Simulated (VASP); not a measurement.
A run of VASP 6.6.1:

INCAR

```
PREC     = Accurate       # precision mode
ENCUT    = 520            # plane-wave cutoff, eV
EDIFF    = 1E-6           # SCF threshold, eV
ISMEAR   = 0              # smearing method
SIGMA    = 0.1            # smearing width, eV
LREAL    = False          # projectors in reciprocal space
LASPH    = True           # aspherical terms in the spheres
NELM     = 150            # most SCF steps
ALGO     = Normal         # electronic algorithm
ISIF     = 2              # what is computed and relaxed
LWAVE    = False          # write WAVECAR
LCHARG   = False          # write CHGCAR
ISPIN    = 2              # spin polarisation
MAGMOM   = 0 0 0 0 1 1 1 1 1 1 1 1 # initial moments
LORBIT   = 11             # projections on sites
GGA      = PE             # functional
NBANDS   = 46             # bands
```

File KPOINTS:

```
regular mesh
0
Gamma
  2 6 4
```

The input POSCAR:

```
AlO2
1.0
    9.4399995800      0.0000000000      0.0000000000
    0.0000000000      2.8399999100      0.0000000000
    0.0000000000      0.0000000000      4.4200000800
Al O
4 8
Direct
    0.1460000000      0.2500000000      0.9520000200
    0.8540000000      0.7500000000      0.0479999800
    0.3540000000      0.7500000000      0.4520000200
    0.6460000000      0.2500000000      0.5479999800
    0.8010000000      0.2500000000      0.2870000000
    0.1990000000      0.7500000000      0.7130000000
    0.6990000000      0.7500000000      0.7870000000
    0.3010000000      0.2500000000      0.2130000000
    0.9440000100      0.2500000000      0.8019999900
    0.0559999900      0.7500000000      0.1980000100
    0.5559999900      0.7500000000      0.3019999900
    0.4440000100      0.2500000000      0.6980000100
```

Potentials or basis: VASP PAW PBE potentials, release 64 (Al, O).

Command:

```console
$ cat potpaw_PBE.64/Al/POTCAR potpaw_PBE.64/O/POTCAR > POTCAR
$ mpirun -np 1 vasp_std > vasp.out
```

Hardware: 1 thread of Intel Xeon 8259CL (shared host).

**Question.** How long does it take, and how much memory?

**Answer.** Wall time 7.6 min on 1 thread of Intel Xeon 8259CL (shared host), peak memory 0.38 GiB. Counts: scf iterations 17, k points 24.
